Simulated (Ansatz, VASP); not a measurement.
**GaP, level by level in two programs**

```
Ga P
1.0
     0.00000    2.72525    2.72525
     2.72525    0.00000    2.72525
     2.72525    2.72525    0.00000
Ga P
1 1
Direct
  0.00000 0.00000 0.00000
  0.75000 0.75000 0.75000
```

Single points on this cell with VASP 6.6.1 and Ansatz 0.2.0. Each row is one pair of runs. Alike in all rows: spin: off; smearing: fermi-dirac, width 0.05 eV.

| level | k mesh | VASP's potentials, cutoff | Ansatz's potentials, cutoff | gap on the k mesh at the Fermi level (eV), VASP | gap on the k mesh at the Fermi level (eV), Ansatz | least direct gap on the mesh (eV), VASP | least direct gap on the mesh (eV), Ansatz | pressure (GPa), VASP | pressure (GPa), Ansatz |
| --- | --- | --- | --- | --- | --- | --- | --- | --- | --- |
| b88 exchange, pbe correlation | 8 × 8 × 8 | VASP PAW PBE potentials, release 64 (Ga_d, P), 500 eV | Ansatz PAW, 420 eV | 1.64 | 1.64 | 1.81 | 1.81 | 2.3 | 2.4 |
| HF | 4 × 4 × 4 | VASP PAW PBE potentials, release 64 (Ga_d, P), 520 eV | Ansatz PAW, 420 eV | 7.87 | 7.72 | 9.44 | 9.28 | 5.2 | 5.9 |
| r2SCAN+D4 | 8 × 8 × 8 | VASP PAW PBE potentials, release 64 (Ga_d, P), 520 eV | Ansatz PAW, 500 eV | 1.90 | ? | 2.34 | ? | -1.0 | ? |

Task: Fill in what Ansatz gave in row 3.

Result: gap on the k mesh at the Fermi level (eV): 1.89; least direct gap on the mesh (eV): 2.37; pressure (GPa): -1.0.

The k mesh is coarse in some rows, so the values compare programs but aren't converged.
